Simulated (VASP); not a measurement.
**TiC: electric field gradients with PBEsol**

The system is TiC.

```
Ti C
1.0
     0.00000    2.16400    2.18564
     2.16400    0.00000    2.18564
     2.16400    2.16400    0.00000
Ti C
1 1
Direct
  0.00000 0.00000 0.00000
  0.50000 0.50000 0.50000
```

This cell differs from its parent crystal: zz strain of +1 %.

```yaml
Program: VASP 6.6.1
Task: electric field gradients
Functional: PBEsol
Potentials_or_basis: VASP PAW PBE potentials, release 64 (Ti_sv, C)
Cutoff: 520 eV
k_mesh: 16 × 16 × 16
Occupations: fermi-dirac, width 0.03 eV
Spin: no spin polarisation
Dipole_correction: no
Further_INCAR_settings: ALGO = Normal; EDIFF = 1e-08; NBANDS = 15
```

The pressure is -8.2 GPa and the band gap on the k mesh is zero (band 8 reaches 9.90 eV, above the bottom of band 9 at 8.78 eV).

Stress tensor (GPa, compression positive):
```
 -7.06   0.00   0.00
  0.00  -7.06   0.00
  0.00   0.00 -10.49
```

Levels at points of the mesh, in eV from the Fermi level:
```csv
k point,band 4,band 5,band 6,band 7,band 8,band 9,band 10,band 11,band 12,band 13
"(0.00, 0.00, 0.00)",-32.46,-12.32,0.63,0.70,0.70,1.68,1.68,1.72,1.72,1.76
"(0.50, 0.00, 0.00)",-32.51,-8.83,-5.83,-2.87,-2.85,2.88,2.92,4.08,8.08,8.12
"(0.50, 0.50, 0.00)",-32.63,-10.03,-3.49,-1.62,0.03,0.03,2.72,3.49,3.49,5.74
"(0.50, 0.00, 0.50)",-32.64,-10.01,-3.39,-1.64,-0.04,-0.04,2.72,3.47,3.53,5.83
```

Electric field gradients, principal values (V/Å²):
| atom | least | middle | greatest (by size) |
| --- | --- | --- | --- |
| 1 Ti | -3.871 | -3.872 | 7.743 |
| 2 C | -0.594 | -0.594 | 1.188 |

Run time: 37 s on 1 thread of Intel(R) Xeon(R) 6975P-C (Granite Rapids), on a shared host, peak memory 0.22 GiB.

Caveat: the cell differs from its parent crystal (zz strain of +1 %); without QUAD_EFG the Cq values of the log hold for a quadrupole moment of 1 mb, not for the nuclei; the PAW data sets were made with another functional, which shifts forces and pressure a little.
